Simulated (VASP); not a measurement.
# Ga2B3 (R-3m) in VASP: a series of runs

Ga2B3 is run at these levels: PBE; tasks: single point, relaxation of cell and atoms.

Everything below comes from runs of VASP 6.6.1. Logs are shortened: lines on timing, memory, paths and dates and some standing lists are left out, and cuts for length are marked.

## Step 1: The cell of the first run

It takes space group R-3m (No. 166, trigonal). The conventional cell has a = 3.056 Å, b = 3.056 Å, c = 19.650 Å, α = 90.00°, β = 90.00°, γ = 120.00°. Ga (site symmetry 3m) has 9 B at 2.30 to 2.56 Å and 6 Ga at 3.06 Å within 3.1 Å. B (site symmetry -3m) has 6 Ga at 2.30 Å and 6 B at 3.06 Å within 3.1 Å. B (site symmetry 3m) has 3 B at 1.77 Å within 2.3 Å.

## Step 2: Single point, PBE

Input file INCAR:

```
PREC     = Accurate       # precision mode
ENCUT    = 520            # plane-wave cutoff, eV
EDIFF    = 1E-6           # SCF threshold, eV
ISMEAR   = 0              # smearing method
SIGMA    = 0.1            # smearing width, eV
LREAL    = F              # projectors in reciprocal space
LASPH    = T              # aspherical terms in the spheres
NELM     = 80             # most SCF steps
ALGO     = Normal         # electronic algorithm
ISIF     = 2              # what is computed and relaxed
LWAVE    = F              # write WAVECAR
LCHARG   = T              # write CHGCAR
GGA      = PE             # functional
LELF     = T              # ELF
LVHAR    = T            
NBANDS   = 26             # bands
```

Input file KPOINTS:

```
Automatic mesh
0
Gamma
  12 12 12
```

Input file POSCAR:

```
Ga2B3
1.0
    1.5282098619      0.8823123752      6.5501472711
   -1.5282098619      0.8823123752      6.5501472711
    0.0000000000     -1.7646247503      6.5501472711
Ga B
2 3
Direct
    0.4080601246      0.4080601246      0.4080601246
    0.5919398754      0.5919398754      0.5919398754
    0.0000000000      0.0000000000      0.0000000000
    0.1688915309      0.1688915309      0.1688915309
    0.8311084691      0.8311084691      0.8311084691
```

Potentials or basis: VASP PAW PBE potentials, release 64 (Ga_d, B).

Command:

```sh
cat potpaw_PBE.64/Ga_d/POTCAR potpaw_PBE.64/B/POTCAR > POTCAR
mpirun -np 1 vasp_std > vasp.out
```

OUTCAR:

```text
PREC = Accurate
   ENCUT = 520
   EDIFF = 1E-6
   ISMEAR = 0
   LREAL = F
   LASPH = T
   NELM = 80
   ISIF = 2
   GGA = PE

 ion  position               nearest neighbor table
   1  0.408  0.408  0.408-   3 2.30   3 2.30   3 2.30   5 2.49   5 2.49   5 2.49
   2  0.592  0.592  0.592-   3 2.30   3 2.30   3 2.30   4 2.49   4 2.49   4 2.49
   3  0.000  0.000  0.000-   2 2.30   2 2.30   1 2.30   1 2.30   2 2.30   1 2.30
   4  0.169  0.169  0.169-   5 1.77   5 1.77   5 1.77   2 2.49   2 2.49   2 2.49
   5  0.831  0.831  0.831-   4 1.77   4 1.77   4 1.77   1 2.49   1 2.49   1 2.49

  LATTYP: Found a trigonal (rhomboedric) cell.
 ALAT       =     6.7836811380
 COS(alpha) =     0.8985002110

  Lattice vectors:

 A1 = (   1.5282098619,   0.8823123752,   6.5501472711)
 A2 = (  -1.5282098619,   0.8823123752,   6.5501472711)
 A3 = (   0.0000000000,  -1.7646247503,   6.5501472711)

Analysis of symmetry for initial positions (statically):
=====================================================================
 Subroutine PRICEL returns:
 Original cell was already a primitive cell.

 Routine SETGRP: Setting up the symmetry group for a
 trigonal (rhombohedral) supercell.

 Subroutine GETGRP returns: Found 12 space group operations
 (whereof 12 operations were pure point group operations)
 out of a pool of 12 trial point group operations.

The static configuration has the point symmetry D_3d.

Analysis of symmetry for dynamics (positions and initial velocities):
=====================================================================
 Subroutine PRICEL returns:
 Original cell was already a primitive cell.

 Routine SETGRP: Setting up the symmetry group for a
 trigonal (rhombohedral) supercell.

 Subroutine GETGRP returns: Found 12 space group operations
 (whereof 12 operations were pure point group operations)
 out of a pool of 12 trial point group operations.

The dynamic configuration has the point symmetry D_3d.

 Subroutine INISYM returns: Found 12 space group operations
 (whereof 12 operations are pure point group operations),
 and found     1 'primitive' translations

----------------------------------------------------------------------------------------

                                     Primitive cell

  volume of cell :      52.9917

  direct lattice vectors                    reciprocal lattice vectors
     1.528209862  0.882312375  6.550147271     0.327180195  0.188897573  0.050889441
    -1.528209862  0.882312375  6.550147271    -0.327180195  0.188897573  0.050889441
     0.000000000 -1.764624750  6.550147271     0.000000000 -0.377795147  0.050889441

  length of vectors
     6.783681138  6.783681138  6.783681138     0.381207172  0.381207172  0.381207172

  position of ions in fractional coordinates (direct lattice)
     0.408060125  0.408060125  0.408060125
     0.591939875  0.591939875  0.591939875
     0.000000000  0.000000000  0.000000000
     0.168891531  0.168891531  0.168891531
     0.831108469  0.831108469  0.831108469

  ion indices of the primitive-cell ions
   primitive index   ion index
                 1           1
                 2           2
                 3           3
                 4           4
                 5           5

----------------------------------------------------------------------------------------

 KPOINTS: Automatic mesh

Automatic generation of k-mesh.
 Grid dimensions read from file:
 generate k-points for:   12   12   12

 Generating k-lattice:

  Cartesian coordinates                     Fractional coordinates (reciprocal lattice)
     0.027265016  0.015741464  0.004240787     0.083333333  0.000000000 -0.000000000
    -0.027265016  0.015741464  0.004240787     0.000000000  0.083333333 -0.000000000
     0.000000000 -0.031482929  0.004240787    -0.000000000 -0.000000000  0.083333333

  Length of vectors
     0.031767264  0.031767264  0.031767264

  Shift w.r.t. Gamma in fractional coordinates (k-lattice)
     0.000000000  0.000000000  0.000000000

 Subroutine IBZKPT returns following result:
 ===========================================

 Found    189 irreducible k-points:

 Following reciprocal coordinates:
            Coordinates               Weight
  0.000000  0.000000  0.000000      1.000000
  0.083333  0.000000 -0.000000      6.000000
  0.166667  0.000000 -0.000000      6.000000
  0.250000  0.000000 -0.000000      6.000000
  0.333333  0.000000  0.000000      6.000000
  0.416667  0.000000 -0.000000      6.000000
[... 16 lines left out ...]
  0.500000  0.166667  0.000000     12.000000
 -0.416667  0.166667  0.000000     12.000000
 [... further k-points ...]
   k-points           NKPTS =    189   k-points in BZ     NKDIM =    189   number of bands    NBANDS=     26
   number of dos      NEDOS =    301   number of ions     NIONS =      5
   total plane-waves  NPLWV = 125000
   dimension x,y,z NGX =    50 NGY =   50 NGZ =   50
   dimension x,y,z NGXF=   100 NGYF=  100 NGZF=  100
   ions per type =               2   3
   NGX,Y,Z   is equivalent  to a cutoff of  12.25, 12.25, 12.25 a.u.
   NGXF,Y,Z  is equivalent  to a cutoff of  24.51, 24.51, 24.51 a.u.
 SYSTEM =  unknown system
   PREC   = accura    normal or accurate (medium, high low for compatibility)
   ISTART =      0    job   : 0-new  1-cont  2-samecut
   ICHARG =      2    charge: 1-file 2-atom 10-const
   ISPIN  =      1    spin polarized calculation?
   LNONCOLLINEAR =      F non collinear calculations
   LSORBIT =      F    spin-orbit coupling
   LASPH  =      T    aspherical Exc in radial PAW
   ENCUT  =  520.0 eV  38.22 Ry    6.18 a.u.  12.61 12.61 12.61*2*pi/ulx,y,z
   NELM   =     80;   NELMIN=  2; NELMDL= -5     # of ELM steps
   EDIFF  = 0.1E-05   stopping-criterion for ELM
   LREAL  =      F    real-space projection
   EDIFFG = 0.1E-04   stopping-criterion for IOM
   NSW    =      0    number of steps for IOM
   IBRION =     -1    ionic relax: 0-MD 1-quasi-New 2-CG
   NFREE  =      0    steps in history (QN), initial steepest desc. (CG)
   ISIF   =      2    stress and relaxation
   ISYM   =      2    0-nonsym 1-usesym 2-fastsym
   POTIM  = 0.5000    time-step for ionic-motion
   TEBEG  =    0.0;   TEEND  =   0.0 temperature during run
   PSTRESS=    0.0 pullay stress
   NELECT =      35.0000    total number of electrons
   NUPDOWN=      -1.0000    fix difference up-down
   EMIN   =  10.00;   EMAX   =-10.00  energy-range for DOS
   EFERMI =   0.00;   METHOD = LEGACY
   ISMEAR =     0;   SIGMA  =   0.10  broadening in eV -4-tet -1-fermi 0-gaus
   EFERMI_NEDOS =   21; number of points for ismear=-14 and -15
   IALGO  =     38    algorithm
   IMIX   =      4    mixing-type and parameters
     AMIX     =   0.40;   BMIX     =  1.00
     AMIX_MAG =   1.60;   BMIX_MAG =  1.00
  volume/ion in A,a.u.               =      10.60        71.52
  Fermi-wavevector in a.u.,A,eV,Ry     =   1.425700  2.694183 27.655498  2.032622
  Thomas-Fermi vector in A             =   2.546057
   LORBIT       =      0    0 simple, 1 ext, 2 COOP (PROOUT), +10 PAW based schemes
   GGA     = PE    functional components
   LHFCALC =     F    Hartree Fock is set to
   AEXX    =    0.0000 exact exchange contribution
   IVDW    =     0    specifies the selected vdW correction
   LEPSILON=     F    determine dielectric tensor
   LRPA    =     F    only Hartree local field effects (RPA)
 non-spin polarized calculation
 Gauss-broadening in eV      SIGMA  =   0.10
  energy-cutoff  :      520.00
  volume of cell :       52.99
 maximum number of plane-waves:      1446
   NGX = 25   NGY = 25   NGZ = 25

 number of electron      35.0000013 magnetization

 Free energy of the ion-electron system (eV)
  ---------------------------------------------------
  ext. energy  EPLUGINS =         0.00000000
  ---------------------------------------------------
  free energy    TOTEN  =       -23.01646618 eV

  energy without entropy =      -23.00747124  energy(sigma->0) =      -23.01196871

 E-fermi :   6.8928     XC(G=0): -11.9912

 val. band max:        6.8863673638   @ k =  -0.2500   0.2500   0.1667
 cond. band min:       6.8931061779   @ k =  -0.3333   0.2500   0.1667
 fundamental gap:      0.0067388142
 Fermi energy:         6.8928076259

 k-point     1 :       0.0000    0.0000    0.0000
  band No.  band energies     occupation
      1      -8.0935      2.00000
      2      -8.0634      2.00000
      3      -8.0634      2.00000
      4      -8.0534      2.00000
      5      -8.0496      2.00000
      6      -8.0496      2.00000
[... 18 lines left out ...]
     25      15.6452      0.00000
     26      16.4281      0.00000

 k-point     2 :       0.0833    0.0000   -0.0000
  band No.  band energies     occupation
      1      -8.0875      2.00000
      2      -8.0707      2.00000
      3      -8.0549      2.00000
      4      -8.0519      2.00000
      5      -8.0413      2.00000
      6      -8.0372      2.00000
[... 18 lines left out ...]
     25      15.8344      0.00000
     26      16.8733      0.00000

 k-point     3 :       0.1667    0.0000   -0.0000
  band No.  band energies     occupation
      1      -8.1012      2.00000
      2      -8.0798      2.00000
      3      -8.0563      2.00000
      4      -8.0274      2.00000
      5      -8.0218      2.00000
      6      -8.0033      2.00000
[... 18 lines left out ...]
     25      16.1824      0.00000
     26      17.0164      0.00000

 k-point     4 :       0.2500    0.0000   -0.0000
  band No.  band energies     occupation
      1      -8.1453      2.00000
      2      -8.1065      2.00000
      3      -8.0734      2.00000
      4      -8.0358      2.00000
      5      -8.0025      2.00000
      6      -7.9927      2.00000
[... 18 lines left out ...]
     25      16.3301      0.00000
     26      16.6550      0.00000

 k-point     5 :       0.3333    0.0000    0.0000
  band No.  band energies     occupation
      1      -8.1962      2.00000
      2      -8.1372      2.00000
      3      -8.1120      2.00000
      4      -8.0549      2.00000
      5      -7.9904      2.00000
      6      -7.9880      2.00000
[... 18 lines left out ...]
     25      15.6457      0.00000
     26      16.3138      0.00000

 k-point     6 :       0.4167    0.0000   -0.0000
  band No.  band energies     occupation
      1      -8.2338      2.00000
      2      -8.1606      2.00000
      3      -8.1362      2.00000
      4      -8.0788      2.00000
      5      -7.9956      2.00000
      6      -7.9664      2.00000
[... 427 lines left out ...]
 k-point    21 :       0.3333    0.1667   -0.0000
  band No.  band energies     occupation
      1      -8.1424      2.00000
      2      -8.0914      2.00000
      3      -8.0640      2.00000
      4      -8.0491      2.00000
      5      -8.0156      2.00000
      6      -8.0104      2.00000
[... 18 lines left out ...]
     25      15.9982      0.00000
     26      16.2265      0.00000

 k-point    22 :       0.4167    0.1667    0.0000
  band No.  band energies     occupation
      1      -8.1775      2.00000
      2      -8.1061      2.00000
      3      -8.0827      2.00000
      4      -8.0565      2.00000
      5      -8.0114      2.00000
      6      -7.9966      2.00000
[... 18 lines left out ...]
     25      15.4691      0.00000
     26      16.7972      0.00000

 k-point    23 :       0.5000    0.1667    0.0000
  band No.  band energies     occupation
      1      -8.2034      2.00000
      2      -8.1178      2.00000
      3      -8.0961      2.00000
      4      -8.0654      2.00000
      5      -8.0215      2.00000
      6      -7.9964      2.00000
[... 18 lines left out ...]
     25      14.6651      0.00000
     26      16.9767      0.00000

 k-point    24 :      -0.4167    0.1667    0.0000
  band No.  band energies     occupation
      1      -8.2124      2.00000
      2      -8.1218      2.00000
      3      -8.1004      2.00000
      4      -8.0677      2.00000
      5      -8.0298      2.00000
      6      -7.9988      2.00000
[... 18 lines left out ...]
     25      14.7360      0.00000
     26      16.9926      0.00000

 [... further k-points ...]
[... 5 lines left out ...]
  --------------------------------------------------------------------------------------
  -------------------------------------------------------------------------------------
  Total        0.0383801      0.0383801      0.0790656      0.0000000      0.0000000      0.0000000
  in kB        1.1604028      1.1604028      2.3905093      0.0000000      0.0000000      0.0000000
  external PRESSURE =       1.5704383 kB  Pullay stress =       0.0000000 kB

 VOLUME and BASIS-vectors are now :
 -----------------------------------------------------------------------------
  energy-cutoff  :      520.00
  volume of cell :       52.99
      direct lattice vectors                 reciprocal lattice vectors
     1.528209862  0.882312375  6.550147271     0.327180195  0.188897573  0.050889441
    -1.528209862  0.882312375  6.550147271    -0.327180195  0.188897573  0.050889441
     0.000000000 -1.764624750  6.550147271     0.000000000 -0.377795147  0.050889441

 POSITION                                       TOTAL-FORCE (eV/Angst)
 -----------------------------------------------------------------------------------
      0.00000      0.00000      8.01856         0.000000     -0.000000     -0.001383
      0.00000      0.00000     11.63188         0.000000      0.000000      0.001383
      0.00000      0.00000      0.00000         0.000000      0.000000      0.000000
      0.00000      0.00000      3.31879         0.000000     -0.000000     -0.002860
      0.00000      0.00000     16.33165         0.000000      0.000000      0.002860
 -----------------------------------------------------------------------------------
    total drift:                                0.000000      0.000000     -0.000000

  FREE ENERGIE OF THE ION-ELECTRON SYSTEM (eV)
  ---------------------------------------------------
  free  energy   TOTEN  =       -23.0164661836 eV

  energy  without entropy=      -23.0074712402  energy(sigma->0) =      -23.01196871
```

Run time: 8.8 min. Hardware: 1 thread of AMD EPYC 9R45 (Zen 5), shared host; peak memory 0.46 GiB.

What came out:

```
Free energy            : -23.0165 eV
Pressure               : 0.2 GPa
Band gap on the k mesh : zero (an odd number of electrons rules out a gap without spin polarisation)
```

Forces in eV/Å, atoms in the order of the input:
```
Ga   0.000  0.000 -0.001
Ga   0.000  0.000  0.001
B    0.000  0.000  0.000
B    0.000  0.000 -0.003
B    0.000  0.000  0.003
```

Stress tensor (GPa, compression positive):
```
0.12 0.00 0.00
0.00 0.12 0.00
0.00 0.00 0.24
```

Caveat: an odd number of electrons without spin polarisation forces a metal; a magnetic or distorted state may lie lower.

## Step 3: Relaxation of cell and atoms, PBE

Input file INCAR:

```
PREC = Accurate
ENCUT = 600
EDIFF = 1E-6
ISMEAR = 0
SIGMA = 0.1
LREAL = False
LASPH = True
NELM = 60
ALGO = Normal
ISIF = 3
LWAVE = False
LCHARG = False
GGA = PE
IBRION = 2
NSW = 100
EDIFFG = -0.01
```

KPOINTS is that of step 2.

Input file POSCAR:

```
Ga2B3
1.0
    1.5262744171      0.8811949456      6.5749478822
   -1.5262744171      0.8811949456      6.5749478822
    0.0000000000     -1.7623898912      6.5749478822
Ga B
2 3
Direct
    0.4068556474      0.4068556474      0.4068556474
    0.5931443526      0.5931443526      0.5931443526
    0.0000000000      0.0000000000      0.0000000000
    0.1693220958      0.1693220958      0.1693220958
    0.8306779042      0.8306779042      0.8306779042
```

Potentials or basis: VASP PAW PBE potentials, release 64 (Ga_d, B).

Command:

```sh
cat potpaw_PBE.64/Ga_d/POTCAR potpaw_PBE.64/B/POTCAR > POTCAR
mpirun -np 1 vasp_std > vasp.out
```

It took 50 min on 1 thread of AMD EPYC 9R45 (Zen 5), shared host; peak memory 0.55 GiB.

The run converged. Its results:

```
Free energy               : -23.0182 eV
Energy gained by relaxing : 1.3 meV/atom
Ionic steps               : 12
Pressure after relaxing   : -0.1 GPa
Band gap on the k mesh    : zero (an odd number of electrons rules out a gap without spin polarisation)
```

Forces on the atoms (eV/Å):
```
Ga   0.000  0.000 -0.001
Ga   0.000  0.000  0.001
B    0.000  0.000  0.000
B    0.000  0.000  0.003
B    0.000  0.000 -0.003
```

The path:
| step | energy change (eV) | largest force (eV/Å) | pressure (GPa) | volume (Å³) |
| --- | --- | --- | --- | --- |
| 1 | 0.0000 | 0.1843 | 0.28 | 53.06 |
| 2 | -0.0049 | 0.0998 | -0.19 | 53.20 |
| 3 | -0.0054 | 0.0424 | -0.58 | 53.27 |
| 4 | -0.0054 | 0.0510 | -0.52 | 53.26 |
| 5 | -0.0063 | 0.0218 | 0.16 | 53.00 |
| 6 | -0.0063 | 0.0200 | 0.14 | 53.00 |
| 7 | -0.0066 | 0.0208 | 0.09 | 53.04 |
| 8 | -0.0067 | 0.0200 | 0.03 | 53.06 |
| 9 | -0.0067 | 0.0090 | -0.12 | 53.09 |
| 10 | -0.0067 | 0.0079 | -0.15 | 53.10 |
| 11 | -0.0067 | 0.0060 | 0.12 | 53.04 |
| 12 | -0.0067 | 0.0027 | -0.07 | 53.06 |

Final structure:
```cif
data_structure
_symmetry_space_group_name_H-M 'P 1'
_symmetry_Int_Tables_number 1
_cell_length_a 6.7883
_cell_length_b 6.7883
_cell_length_c 6.7883
_cell_angle_alpha 26.027
_cell_angle_beta 26.027
_cell_angle_gamma 26.027
_cell_volume 53.06
loop_
_atom_site_label
_atom_site_type_symbol
_atom_site_fract_x
_atom_site_fract_y
_atom_site_fract_z
_atom_site_occupancy
Ga1 Ga 0.40806 0.40806 0.40806 1
Ga2 Ga 0.59194 0.59194 0.59194 1
B1 B 0.00000 0.00000 0.00000 1
B2 B 0.16886 0.16886 0.16886 1
B3 B 0.83114 0.83114 0.83114 1
```

Levels at points of the mesh, in eV from the Fermi level:
| k point | band 14 | band 15 | band 16 | band 17 | band 18 | band 19 | band 20 | band 21 |
| --- | --- | --- | --- | --- | --- | --- | --- | --- |
| (0.00, 0.00, 0.00) | -2.53 | 0.17 | 0.17 | 1.22 | 3.16 | 3.16 | 5.83 | 5.83 |
| (0.50, 0.00, 0.00) | -6.19 | -4.64 | -3.37 | -2.60 | 0.70 | 0.82 | 2.77 | 3.30 |
| (0.50, 0.50, 0.00) | -6.73 | -2.79 | -2.79 | -2.69 | -0.47 | 0.63 | 1.08 | 4.14 |
| (0.50, 0.50, 0.50) | -6.23 | 0.17 | 0.17 | 3.25 | 3.25 | 5.10 | 5.44 | 5.44 |

Caveat: an odd number of electrons without spin polarisation forces a metal; a magnetic or distorted state may lie lower.
